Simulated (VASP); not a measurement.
Runs of VASP 6.6.1 on TePb. The structure is that of space group Fm-3m (No. 225), or close to it. The cells are those of the table. 

```csv
task,cell,cutoff (eV),gap on the mesh (eV),pressure (GPa)
single point,"a = 4.738 Å, angles 60.0°, 2 atoms",520,0.93,-2.1
single point,"a = 4.693 Å, angles 60.0°, 2 atoms",520,0.88,(b)
single point,"a = 4.647 Å, angles 60.0°, 2 atoms",520,0.83,-0.1
relaxation of cell and atoms,"relaxed from a = 4.569 Å, angles 60.0°, 2 atoms",600,0.83,0.0
single point,"a = 4.552 Å, angles 60.0°, 2 atoms",520,(c),(a)
single point,"a = 4.797 Å, angles 60.0°, 2 atoms",520,0.97,-3.0
```

Alike in all rows: level PBE; potentials or basis VASP PAW PBE potentials, release 64 (Te, Pb_d); no spin polarisation; k mesh 8 × 8 × 8; smearing gaussian 0.02 eV.

Question: Estimate the missing entries.

Answer: (a) 2.6; (b) -1.1; (c) 0.71.

Caveats: spin-orbit coupling is left out, which moves the levels of the heavy elements.

A k mesh can miss the band edges, and the runs leave out spin-orbit coupling on Pb, Te.
